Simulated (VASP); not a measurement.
Write the native input for VASP 6.6.1 that does the following.

```yaml
Task: single point
Functional: PBE
Potentials_or_basis: VASP PAW PBE potentials, release 64 (Hf_pv, B)
Cutoff: 520 eV
k_mesh: 11 × 11 × 8
Occupations: fermi-dirac, width 0.1 eV
Spin: no spin polarisation
Dipole_correction: no
Further_INCAR_settings: ALGO = Normal; EDIFF = 1e-06; NBANDS = 15
```

The structure of HfB2 lies in POSCAR:

```
HfB2
1.0
    3.0090116702      0.0000000000      0.0000000000
   -1.5045058351      2.6058807691      0.0000000000
    0.0000000000      0.0000000000      3.3348282205
Hf B
1 2
Direct
    0.0000000000      0.0000000000      0.0000000000
    0.3333333333      0.6666666667      0.5000000000
    0.6666666667      0.3333333333      0.5000000000
```

One way to write it, as run:

INCAR

```
  PREC = Accurate
  ENCUT = 520
  EDIFF = 1E-6
  ISMEAR = -1
  SIGMA = 0.1
  LREAL = F
  LASPH = T
  NELM = 60
  ALGO = Normal
  ISIF = 2
  LWAVE = F
  LCHARG = T
  GGA = PE
  LELF = T
  LVHAR = T
  NBANDS = 15
```

KPOINTS

```
regular mesh
0
Gamma
  11 11 8
```

Potentials or basis: VASP PAW PBE potentials, release 64 (Hf_pv, B).

Run with:

```bash
$ cat potpaw_PBE.64/Hf_pv/POTCAR potpaw_PBE.64/B/POTCAR > POTCAR
$ mpirun -np 1 vasp_std > vasp.out
```

Results of the run:

```yaml
Pressure: 43.1 GPa
Band_gap_on_the_k_mesh: zero (band 8 reaches 9.37 eV, above the bottom of band 9 at 8.11 eV)
```

Caveat: spin-orbit coupling is left out, which moves the levels of the heavy elements.

It took 48 s on 1 thread of Intel Xeon 8259CL (shared host), peak memory 0.17 GiB.
